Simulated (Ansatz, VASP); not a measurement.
# One calculation of Ag, two programs

```
Ag
1.0
     2.86706    0.00000    0.00000
    -1.43353    2.48295    0.00000
     0.00000    0.00000   29.07214
Ag
7
Direct
  0.66667 0.33333 0.25859
  0.33333 0.66667 0.33906
  0.66667 0.33333 0.41931
  0.33333 0.66667 0.50000
  0.66667 0.33333 0.58069
  0.33333 0.66667 0.66094
  0.66667 0.33333 0.74141
```

Alike in both runs: functional PBEsol; k mesh 12 × 12 × 1; occupations gaussian, width 0.1 eV; no spin polarisation.

Ansatz relaxed the structure, and its values are those at the end. VASP's run is a single point on that final structure, the one shown.

|  | VASP | Ansatz |
| --- | --- | --- |
| version | VASP 6.6.1 | Ansatz 0.2.0 |
| potentials or method | VASP PAW PBE potentials, release 64 (Ag), cutoff 520 eV | scalar-relativistic, plane waves, PAW |
| valence electrons in the cell | 77 | 133 |

```csv
,VASP,Ansatz,Ansatz less VASP
gap on the k mesh at the Fermi level (eV),none,none,-
"work function, face that differs most (eV)",4.67,4.67,+0.008
```

VASP's potentials were made for PBE, not for PBEsol. A gap of «none» marks a metal or a gap that the smearing closes. The functional is the same, so the differences come from potentials, cutoffs and numerics. VASP's potentials hold 77 valence electrons a cell and Ansatz's 133, so a difference there can come from the potentials and not from the codes. Ansatz's warnings: xc potential rough in thin density.
